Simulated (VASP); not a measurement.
Write the native input for VASP 6.6.1 that does the following.

```yaml
Task: single point
Functional: PBEsol
Potentials_or_basis: VASP PAW PBE potentials, release 64 (Y_sv)
Cutoff: 520 eV
k_mesh: 14 × 14 × 10
Occupations: gaussian, width 0.1 eV
Spin: no spin polarisation
Dipole_correction: no
Further_INCAR_settings: ALGO = Fast; EDIFF = 1e-07; NBANDS = 18
```

The structure of Y lies in POSCAR:

```
Y
1.0
    2.5133570791      2.5133570791      0.0000000000
   -2.4822511746      2.4822511746      0.0000000000
    0.0000000000      0.0000000000      4.9645023493
Y
2
Direct
    0.0000000000      0.0000000000      0.0000000000
    0.5000000000      0.5000000000      0.5000000000
```

This cell differs from its parent crystal: uniaxial strain along a: +1.0 %.

One way to write it, as run:

INCAR

```
  ALGO = Fast
  EDIFF = 1E-7
  ENCUT = 520
  GGA = PS
  ISIF = 2
  ISMEAR = 0
  LASPH = True
  LCHARG = False
  LREAL = False
  LWAVE = False
  NBANDS = 18
  NELM = 80
  PREC = Accurate
  SIGMA = 0.1
```

KPOINTS

```
k-points
0
Gamma
  14 14 10
```

Potentials or basis: VASP PAW PBE potentials, release 64 (Y_sv).

Command:

```bash
$ cat potpaw_PBE.64/Y_sv/POTCAR > POTCAR
$ mpirun -np 1 vasp_std > vasp.out
```

Results of the run:

```
Pressure               : -0.4 GPa
Band gap on the k mesh : zero (bands 11 and 12 overlap by 1.78 eV)
```

Caveat: the cell differs from its parent crystal (uniaxial strain along a: +1.0 %); the PAW data sets were made with another functional, which shifts forces and pressure a little.

It took 11 min on 1 thread of AMD EPYC 7R13 Processor (Zen 3), on a shared host, peak memory 0.46 GiB.
